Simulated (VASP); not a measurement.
Set up this calculation in VASP 6.6.1, as the native input.

```yaml
Task: single point
Functional: PBEsol
Potentials_or_basis: VASP PAW PBE potentials, release 64 (Nb_sv, H)
Cutoff: 520 eV
k_mesh: 18 × 18 × 18
Occupations: gaussian, width 0.15 eV
Spin: no spin polarisation
Dipole_correction: no
Further_INCAR_settings: ALGO = Normal; EDIFF = 1e-07; NBANDS = 14
```

The structure of NbH2 lies in POSCAR:

```
NbH2
1.0
    0.0000000000      2.2815000000      2.2815000000
    2.2815000000      0.0000000000      2.2815000000
    2.2815000000      2.2815000000      0.0000000000
Nb H
1 2
Direct
    0.0000000000      0.0000000000      0.0000000000
    0.2171268902      0.2171268902      0.2828731098
    0.7171268902      0.7171268902      0.7828731098
```

This cell differs from its parent crystal: all H atoms moved +0.150 Å, as atom 2 towards its neighbour atom 3 (H) at 2.281 Å.

These files were run (other wordings do the same):

INCAR

```
PREC = Accurate
ENCUT = 520
EDIFF = 1E-7
ISMEAR = 0
SIGMA = 0.15
LREAL = F
LASPH = T
NELM = 80
ALGO = Normal
ISIF = 2
LWAVE = F
LCHARG = F
GGA = PS
NBANDS = 14
```

KPOINTS

```
Automatic mesh
0
Gamma
  18 18 18
```

Potentials or basis: VASP PAW PBE potentials, release 64 (Nb_sv, H).

Run with:

```bash
$ cat potpaw_PBE.64/Nb_sv/POTCAR potpaw_PBE.64/H/POTCAR > POTCAR
$ mpirun -np 1 vasp_std > vasp.out
```

It gave:

- Pressure: -4.2 GPa
- Largest force: 1.266 eV/Å
- Band gap on the k mesh: zero (an odd number of electrons rules out a gap without spin polarisation)

Caveat: the cell differs from its parent crystal (all H atoms moved +0.150 Å, as atom 2 towards its neighbour atom 3 (H) at 2.281 Å); the cell stands under tension; the PAW data sets were made with another functional, which shifts forces and pressure a little; an odd number of electrons without spin polarisation forces a metal; a magnetic or distorted state may lie lower.

Run time: 75 s on 1 thread of AMD EPYC 9R45 96-Core Processor (Zen 5), on a shared host, peak memory 0.24 GiB.
